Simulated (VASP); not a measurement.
Crystal: BiPt.

```
Bi Pt
1.0
     4.31500    0.00000    0.00000
    -2.15750    3.73690    0.00000
     0.00000    0.00000    5.49000
Bi Pt
2 2
Direct
  0.33333 0.66667 0.25000
  0.66667 0.33333 0.75000
  0.00000 0.00000 0.00000
  0.00000 0.00000 0.50000
```

| Quantity | Value |
| --- | --- |
| Program | VASP 6.6.1 |
| Task | relaxation of cell and atoms |
| Functional | PBEsol |
| Potentials or basis | VASP PAW PBE potentials, release 64 (Bi_d, Pt) |
| Cutoff | 600 eV |
| k mesh | 6 × 6 × 4 |
| Occupations | fermi-dirac, width 0.05 eV |
| Spin | no spin polarisation |

At the start: pressure 2.8 GPa; volume 22.13 Å³/atom.

**Question.** How do energy, volume and symmetry change on relaxing?

**Answer.** Over 5 steps the energy falls by 4.0 meV/atom and the volume is 22.60 Å³/atom (+2.1 %); space group P6_3/mmc (No. 194, to 0.05 Å).

Step by step:
```tsv
step	energy change (eV)	largest force (eV/Å)	pressure (GPa)	volume (Å³)
1	0.0000	0.0000	2.76	88.52
2	0.0230	0.0000	-3.84	93.50
3	-0.0157	0.0000	-0.02	90.40
4	-0.0157	0.0000	0.00	90.37
5	-0.0159	0.0000	0.03	90.38
```

Final structure:
```yaml
crystal:
  lattice:
    - [4.34902, 0.00000, 0.00000]
    - [-2.17451, 3.76636, 0.00000]
    - [0.00000, 0.00000, 5.51781]
  atoms:
    - { symbol: Bi, position: [0.33333, 0.66667, 0.25000] }
    - { symbol: Bi, position: [0.66667, 0.33333, 0.75000] }
    - { symbol: Pt, position: [0.00000, 0.00000, 0.00000] }
    - { symbol: Pt, position: [0.00000, 0.00000, 0.50000] }
```

Caveat: the PAW data sets were made with another functional, which shifts forces and pressure a little.
